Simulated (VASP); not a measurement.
InSb, 2 atoms in the cell. The structure is orthorhombic, space group Pmmm (No. 47). Conventional cell: a = 2.915 Å, b = 3.036 Å, c = 5.974 Å, α = 90.00°, β = 90.00°, γ = 90.00°. In (site symmetry mmm) has 4 In at 2.91 to 3.04 Å and 2 Sb at 2.99 Å within 3.8 Å. Sb (site symmetry mmm) has 4 Sb at 2.91 to 3.04 Å and 2 In at 2.99 Å within 3.8 Å.  This cell differs from its parent crystal: normal strain along x -0.0400, normal strain along z -0.0200.

```yaml
Program: VASP 6.6.1
Task: single point
Functional: PBEsol
Potentials_or_basis: VASP PAW PBE potentials, release 64 (In_d, Sb)
Cutoff: 500 eV
k_mesh: 14 × 14 × 8
Occupations: gaussian, width 0.15 eV
Spin: no spin polarisation
Dipole_correction: no
Further_INCAR_settings: ALGO = Normal; EDIFF = 1e-06; NBANDS = 16
```

Potentials or basis: VASP PAW PBE potentials, release 64 (In_d, Sb).

The run is started by

```sh
$ cat potpaw_PBE.64/In_d/POTCAR potpaw_PBE.64/Sb/POTCAR > POTCAR
$ mpirun -np 1 vasp_std > vasp.out
```

Hardware: 1 thread of Intel Xeon 8259CL, with other jobs on the host.

How long does it take, and how much memory?

It took 4.5 min on 1 thread of Intel Xeon 8259CL (shared host), peak memory 0.39 GiB. Counts: scf iterations 11, k points 320.
